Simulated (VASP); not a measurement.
# ScAl3 (Pm-3m) in VASP: notebook

The runs below take ScAl3 through single point, relaxation of cell and atoms, with PBEsol.

All numbers are computed with VASP 6.6.1; they aren't measurements. Logs are shortened: lines on timing, memory, paths and dates and some standing lists are left out, and cuts for length are marked.

### Step 1. The cell of the first run

Symmetry: Pm-3m, No. 221, cubic system. Conventional cell: a = 4.071 Å, b = 4.071 Å, c = 4.071 Å, α = 90.00°, β = 90.00°, γ = 90.00°. Within 3.8 Å of Sc (site symmetry m-3m) lie 12 Al at 2.88 Å. Al (site symmetry 4/mmm) has 4 Sc at 2.88 Å and 8 Al at 2.88 Å within 3.8 Å.

### Step 2. Single point, PBEsol

Input file INCAR:

```
SYSTEM = ScAl3
PREC     = Accurate       ! precision mode
ENCUT    = 520            ! plane-wave cutoff, eV
EDIFF    = 1E-6           ! SCF threshold, eV
ISMEAR   = 0              ! smearing method
SIGMA    = 0.1            ! smearing width, eV
LREAL    = .FALSE.        ! projectors in reciprocal space
LASPH    = .TRUE.         ! aspherical terms in the spheres
NELM     = 100            ! most SCF steps
ALGO     = Normal         ! electronic algorithm
ISIF     = 2              ! what is computed and relaxed
LWAVE    = .FALSE.        ! write WAVECAR
LCHARG   = .FALSE.        ! write CHGCAR
GGA      = PS             ! functional
NBANDS   = 18             ! bands
```

Input file KPOINTS:

```
regular mesh
0
G
  10 10 10
  0 0 0
```

Input file POSCAR:

```
ScAl3
1.0
    4.0712986162      0.0000000000      0.0000000000
    0.0000000000      4.0712986162      0.0000000000
    0.0000000000      0.0000000000      4.0712986162
Sc Al
1 3
Direct
    0.0000000000      0.0000000000      0.0000000000
    0.5000000000      0.0000000000      0.5000000000
    0.0000000000      0.5000000000      0.5000000000
    0.5000000000      0.5000000000      0.0000000000
```

Potentials or basis: VASP PAW PBE potentials, release 64 (Sc_sv, Al).

On the command line:

```
cat potpaw_PBE.64/Sc_sv/POTCAR potpaw_PBE.64/Al/POTCAR > POTCAR
mpirun -np 1 vasp_std > vasp.out
```

OUTCAR:

```text
SYSTEM = ScAl3
   PREC = Accurate
   ENCUT = 520
   EDIFF = 1E-6
   ISMEAR = 0
   LREAL = .FALSE.
   LASPH = .TRUE.
   NELM = 100
   ISIF = 2
   GGA = PS

 ion  position               nearest neighbor table
   1  0.000  0.000  0.000-   2 2.88   3 2.88   4 2.88   2 2.88   3 2.88   3 2.88   4 2.88   3 2.88
                             2 2.88   4 2.88   2 2.88   4 2.88
   2  0.500  0.000  0.500-   1 2.88   3 2.88   4 2.88   1 2.88   4 2.88   3 2.88   4 2.88   4 2.88
                             1 2.88   3 2.88   1 2.88   3 2.88
   3  0.000  0.500  0.500-   1 2.88   2 2.88   4 2.88   1 2.88   4 2.88   1 2.88   2 2.88   1 2.88
                             2 2.88   4 2.88   4 2.88   2 2.88
   4  0.500  0.500  0.000-   1 2.88   2 2.88   3 2.88   2 2.88   3 2.88   1 2.88   2 2.88   2 2.88
                             1 2.88   3 2.88   3 2.88   1 2.88

  LATTYP: Found a simple cubic cell.
 ALAT       =     4.0712986162

  Lattice vectors:

 A1 = (   4.0712986162,   0.0000000000,   0.0000000000)
 A2 = (   0.0000000000,   4.0712986162,   0.0000000000)
 A3 = (   0.0000000000,   0.0000000000,   4.0712986162)

Analysis of symmetry for initial positions (statically):
=====================================================================
 Subroutine PRICEL returns:
 Original cell was already a primitive cell.

 Routine SETGRP: Setting up the symmetry group for a
 simple cubic supercell.

 Subroutine GETGRP returns: Found 48 space group operations
 (whereof 48 operations were pure point group operations)
 out of a pool of 48 trial point group operations.

The static configuration has the point symmetry O_h .

Analysis of symmetry for dynamics (positions and initial velocities):
=====================================================================
 Subroutine PRICEL returns:
 Original cell was already a primitive cell.

 Routine SETGRP: Setting up the symmetry group for a
 simple cubic supercell.

 Subroutine GETGRP returns: Found 48 space group operations
 (whereof 48 operations were pure point group operations)
 out of a pool of 48 trial point group operations.

The dynamic configuration has the point symmetry O_h .

 Subroutine INISYM returns: Found 48 space group operations
 (whereof 48 operations are pure point group operations),
 and found     1 'primitive' translations

----------------------------------------------------------------------------------------

                                     Primitive cell

  volume of cell :      67.4837

  direct lattice vectors                    reciprocal lattice vectors
     4.071298616  0.000000000  0.000000000     0.245621875  0.000000000  0.000000000
     0.000000000  4.071298616  0.000000000     0.000000000  0.245621875  0.000000000
     0.000000000  0.000000000  4.071298616     0.000000000  0.000000000  0.245621875

  length of vectors
     4.071298616  4.071298616  4.071298616     0.245621875  0.245621875  0.245621875

  position of ions in fractional coordinates (direct lattice)
     0.000000000  0.000000000  0.000000000
     0.500000000  0.000000000  0.500000000
     0.000000000  0.500000000  0.500000000
     0.500000000  0.500000000  0.000000000

  ion indices of the primitive-cell ions
   primitive index   ion index
                 1           1
                 2           2
                 3           3
                 4           4

----------------------------------------------------------------------------------------

 KPOINTS: regular mesh

Automatic generation of k-mesh.
 Grid dimensions read from file:
 generate k-points for:   10   10   10

 Generating k-lattice:

  Cartesian coordinates                     Fractional coordinates (reciprocal lattice)
     0.024562188  0.000000000  0.000000000     0.100000000  0.000000000  0.000000000
     0.000000000  0.024562188  0.000000000     0.000000000  0.100000000  0.000000000
     0.000000000  0.000000000  0.024562188     0.000000000  0.000000000  0.100000000

  Length of vectors
     0.024562188  0.024562188  0.024562188

  Shift w.r.t. Gamma in fractional coordinates (k-lattice)
     0.000000000  0.000000000  0.000000000

 Subroutine IBZKPT returns following result:
 ===========================================

 Found     56 irreducible k-points:

 Following reciprocal coordinates:
            Coordinates               Weight
  0.000000  0.000000  0.000000      1.000000
  0.100000  0.000000  0.000000      6.000000
  0.200000  0.000000  0.000000      6.000000
  0.300000  0.000000  0.000000      6.000000
  0.400000  0.000000  0.000000      6.000000
  0.500000  0.000000  0.000000      3.000000
[... 16 lines left out ...]
  0.200000  0.100000  0.100000     24.000000
  0.300000  0.100000  0.100000     24.000000
 [... further k-points ...]
   k-points           NKPTS =     56   k-points in BZ     NKDIM =     56   number of bands    NBANDS=     18
   number of dos      NEDOS =    301   number of ions     NIONS =      4
   total plane-waves  NPLWV =  27000
   dimension x,y,z NGX =    30 NGY =   30 NGZ =   30
   dimension x,y,z NGXF=    60 NGYF=   60 NGZF=   60
   ions per type =               1   3
   NGX,Y,Z   is equivalent  to a cutoff of  12.25, 12.25, 12.25 a.u.
   NGXF,Y,Z  is equivalent  to a cutoff of  24.50, 24.50, 24.50 a.u.
 SYSTEM =  ScAl3
   PREC   = accura    normal or accurate (medium, high low for compatibility)
   ISTART =      0    job   : 0-new  1-cont  2-samecut
   ICHARG =      2    charge: 1-file 2-atom 10-const
   ISPIN  =      1    spin polarized calculation?
   LNONCOLLINEAR =      F non collinear calculations
   LSORBIT =      F    spin-orbit coupling
   LASPH  =      T    aspherical Exc in radial PAW
   ENCUT  =  520.0 eV  38.22 Ry    6.18 a.u.   7.57  7.57  7.57*2*pi/ulx,y,z
   NELM   =    100;   NELMIN=  2; NELMDL= -5     # of ELM steps
   EDIFF  = 0.1E-05   stopping-criterion for ELM
   LREAL  =      F    real-space projection
   EDIFFG = 0.1E-04   stopping-criterion for IOM
   NSW    =      0    number of steps for IOM
   IBRION =     -1    ionic relax: 0-MD 1-quasi-New 2-CG
   NFREE  =      0    steps in history (QN), initial steepest desc. (CG)
   ISIF   =      2    stress and relaxation
   ISYM   =      2    0-nonsym 1-usesym 2-fastsym
   POTIM  = 0.5000    time-step for ionic-motion
   TEBEG  =    0.0;   TEEND  =   0.0 temperature during run
   PSTRESS=    0.0 pullay stress
   NELECT =      20.0000    total number of electrons
   NUPDOWN=      -1.0000    fix difference up-down
   EMIN   =  10.00;   EMAX   =-10.00  energy-range for DOS
   EFERMI =   0.00;   METHOD = LEGACY
   ISMEAR =     0;   SIGMA  =   0.10  broadening in eV -4-tet -1-fermi 0-gaus
   EFERMI_NEDOS =   21; number of points for ismear=-14 and -15
   IALGO  =     38    algorithm
   IMIX   =      4    mixing-type and parameters
     AMIX     =   0.40;   BMIX     =  1.00
     AMIX_MAG =   1.60;   BMIX_MAG =  1.00
  volume/ion in A,a.u.               =      16.87       113.85
  Fermi-wavevector in a.u.,A,eV,Ry     =   1.091487  2.062611 16.209215  1.191344
  Thomas-Fermi vector in A             =   2.227733
   LORBIT       =      0    0 simple, 1 ext, 2 COOP (PROOUT), +10 PAW based schemes
   GGA     = PS    functional components
   LHFCALC =     F    Hartree Fock is set to
   AEXX    =    0.0000 exact exchange contribution
   IVDW    =     0    specifies the selected vdW correction
   LEPSILON=     F    determine dielectric tensor
   LRPA    =     F    only Hartree local field effects (RPA)
 non-spin polarized calculation
 Gauss-broadening in eV      SIGMA  =   0.10
  energy-cutoff  :      520.00
  volume of cell :       67.48
 maximum number of plane-waves:      1856
   NGX = 15   NGY = 15   NGZ = 15

 number of electron      19.9999997 magnetization

 Free energy of the ion-electron system (eV)
  ---------------------------------------------------
  ext. energy  EPLUGINS =         0.00000000
  ---------------------------------------------------
  free energy    TOTEN  =       -20.76645301 eV

  energy without entropy =      -20.76091876  energy(sigma->0) =      -20.76368588

 E-fermi :   7.3243     XC(G=0): -10.5465

 val. band max:        7.3209185427   @ k =   0.3000   0.0000   0.0000
 cond. band min:       7.3579060795   @ k =   0.5000   0.3000   0.2000
 fundamental gap:      0.0369875369
 Fermi energy:         7.3243440638

 k-point     1 :       0.0000    0.0000    0.0000
  band No.  band energies     occupation
      1     -41.3895      2.00000
      2     -20.1929      2.00000
      3     -20.1929      2.00000
      4     -20.1929      2.00000
      5      -2.7746      2.00000
      6       4.6717      2.00000
[... 10 lines left out ...]
     17      12.6775      0.00000
     18      12.6775      0.00000

 k-point     2 :       0.1000    0.0000    0.0000
  band No.  band energies     occupation
      1     -41.3893      2.00000
      2     -20.1963      2.00000
      3     -20.1926      2.00000
      4     -20.1926      2.00000
      5      -2.6813      2.00000
      6       3.9021      2.00000
[... 10 lines left out ...]
     17      12.7539      0.00000
     18      12.7539      0.00000

 k-point     3 :       0.2000    0.0000    0.0000
  band No.  band energies     occupation
      1     -41.3890      2.00000
      2     -20.2051      2.00000
      3     -20.1919      2.00000
      4     -20.1919      2.00000
      5      -2.4044      2.00000
      6       2.7438      2.00000
[... 10 lines left out ...]
     17      12.6179      0.00000
     18      12.7470      0.00000

 k-point     4 :       0.3000    0.0000    0.0000
  band No.  band energies     occupation
      1     -41.3885      2.00000
      2     -20.2160      2.00000
      3     -20.1911      2.00000
      4     -20.1911      2.00000
      5      -1.9539      2.00000
      6       1.5992      2.00000
[... 375 lines left out ...]
      4     -20.1955      2.00000
      5      -2.4964      2.00000
      6       3.8898      2.00000
[... 10 lines left out ...]
     17      12.9071      0.00000
     18      12.9660      0.00000

 k-point    23 :       0.2000    0.1000    0.1000
  band No.  band energies     occupation
      1     -41.3887      2.00000
      2     -20.2045      2.00000
      3     -20.1951      2.00000
      4     -20.1948      2.00000
      5      -2.2230      2.00000
      6       2.8767      2.00000
[... 10 lines left out ...]
     17      12.3797      0.00000
     18      12.7774      0.00000

 k-point    24 :       0.3000    0.1000    0.1000
  band No.  band energies     occupation
      1     -41.3883      2.00000
      2     -20.2152      2.00000
      3     -20.1942      2.00000
      4     -20.1938      2.00000
      5      -1.7787      2.00000
      6       1.7537      2.00000
[... 10 lines left out ...]
     17      12.1967      0.00000
     18      12.9847      0.00000

 [... further k-points ...]

------------------------ aborting loop because EDIFF is reached ----------------------------------------

  FORCE on cell =-STRESS in cart. coord.  units (eV):
  Direction    XX          YY          ZZ          XY          YZ          ZX
  --------------------------------------------------------------------------------------
  -------------------------------------------------------------------------------------
  Total        0.0368762      0.0368762      0.0368762      0.0000000      0.0000000      0.0000000
  in kB        0.8755031      0.8755031      0.8755031      0.0000000      0.0000000      0.0000000
  external PRESSURE =       0.8755031 kB  Pullay stress =       0.0000000 kB

 VOLUME and BASIS-vectors are now :
 -----------------------------------------------------------------------------
  energy-cutoff  :      520.00
  volume of cell :       67.48
      direct lattice vectors                 reciprocal lattice vectors
     4.071298616  0.000000000  0.000000000     0.245621875  0.000000000  0.000000000
     0.000000000  4.071298616  0.000000000     0.000000000  0.245621875  0.000000000
     0.000000000  0.000000000  4.071298616     0.000000000  0.000000000  0.245621875

 POSITION                                       TOTAL-FORCE (eV/Angst)
 -----------------------------------------------------------------------------------
      0.00000      0.00000      0.00000         0.000000      0.000000      0.000000
      2.03565      0.00000      2.03565         0.000000      0.000000      0.000000
      0.00000      2.03565      2.03565         0.000000      0.000000      0.000000
      2.03565      2.03565      0.00000         0.000000      0.000000      0.000000
 -----------------------------------------------------------------------------------
    total drift:                                0.000000     -0.000000      0.000000

  FREE ENERGIE OF THE ION-ELECTRON SYSTEM (eV)
  ---------------------------------------------------
  free  energy   TOTEN  =       -20.7664530101 eV

  energy  without entropy=      -20.7609187581  energy(sigma->0) =      -20.76368588
```

It took 27 s on 1 thread of Intel Xeon 6975P-C (Granite Rapids), shared host; peak memory 0.2 GiB.

Results:

```yaml
Free_energy: -20.7665 eV
Pressure: 0.1 GPa
Band_gap_on_the_k_mesh: zero (band 10 reaches 8.26 eV, above the bottom of band 11 at 4.35 eV)
```

Caveat: the PAW data sets were made with another functional, which shifts forces and pressure a little.

### Step 3. Relaxation of cell and atoms, PBEsol

This run uses another cell than the first one, of 17.08 Å³/atom, 1.012 times its volume.

Input file INCAR:

```
ALGO = Normal ; EDIFF = 1E-6
EDIFFG = -0.005 ; ENCUT = 600
GGA = PS ; IBRION = 2
ISIF = 3 ; ISMEAR = 0
LASPH = T ; LCHARG = F
LREAL = F ; LWAVE = F
NELM = 100 ; NSW = 100
PREC = Accurate ; SIGMA = 0.1
```

Input file KPOINTS:

```
k-points
0
Gamma
  10 10 10
```

Input file POSCAR:

```
ScAl3
1.0
    4.0878065700      0.0000000000      0.0000000000
    0.0000000000      4.0878065700      0.0000000000
    0.0000000000      0.0000000000      4.0878065700
Sc Al
1 3
Direct
    0.0000000000      0.0000000000      0.0000000000
    0.5000000000      0.0000000000      0.5000000000
    0.0000000000      0.5000000000      0.5000000000
    0.5000000000      0.5000000000      0.0000000000
```

Potentials or basis: VASP PAW PBE potentials, release 64 (Sc_sv, Al).

On the command line:

```
cat potpaw_PBE.64/Sc_sv/POTCAR potpaw_PBE.64/Al/POTCAR > POTCAR
mpirun -np 1 vasp_std > vasp.out
```

Wall time 59 s (1 thread of Intel Xeon 6975P-C (Granite Rapids), shared host); peak memory 0.25 GiB.

It converged, with:

```yaml
Free_energy: -20.7674 eV
Relaxed_volume: 16.89 Å³/atom
Relaxed_cell: a = 4.073 Å, b = 4.073 Å, c = 4.073 Å, α = 90.00°, β = 90.00°, γ = 90.00°
Space_group_after_relaxing_to_0.05_Å: Pm-3m (No. 221)
Energy_gained_by_relaxing: 0.6 meV/atom
Ionic_steps: 3
Pressure_after_relaxing: 0.0 GPa
Band_gap_on_the_k_mesh: zero (band 10 reaches 8.24 eV, above the bottom of band 11 at 4.34 eV)
```

Step by step:
| step | energy change (eV) | largest force (eV/Å) | pressure (GPa) | volume (Å³) |
| --- | --- | --- | --- | --- |
| 1 | 0.0000 | 0.0000 | -0.97 | 68.31 |
| 2 | -0.0019 | 0.0000 | 0.40 | 67.29 |
| 3 | -0.0023 | 0.0000 | 0.00 | 67.57 |

Final structure:
```xyz
4
Lattice="4.0731 0.0000 0.0000 0.0000 4.0731 0.0000 0.0000 0.0000 4.0731" Properties=species:S:1:pos:R:3 pbc="T T T"
Sc    0.0000    0.0000    0.0000
Al    2.0365    0.0000    2.0365
Al    0.0000    2.0365    2.0365
Al    2.0365    2.0365    0.0000
```

Levels at points of the mesh, in eV from the Fermi level:
```csv
k point,band 7,band 8,band 9,band 10,band 11,band 12,band 13,band 14
"(0.00, 0.00, 0.00)",-2.65,-1.82,-1.82,-1.82,1.21,1.29,1.29,1.29
"(0.50, 0.00, 0.00)",-1.74,-1.74,-1.52,0.93,1.01,1.01,1.33,1.63
"(0.50, 0.50, 0.00)",-5.65,-4.40,-0.56,-0.56,1.20,1.36,2.07,2.51
"(0.50, 0.50, 0.50)",-4.82,-4.53,-2.97,-2.97,-2.97,0.93,2.62,2.62
```

Caveat: the PAW data sets were made with another functional, which shifts forces and pressure a little.
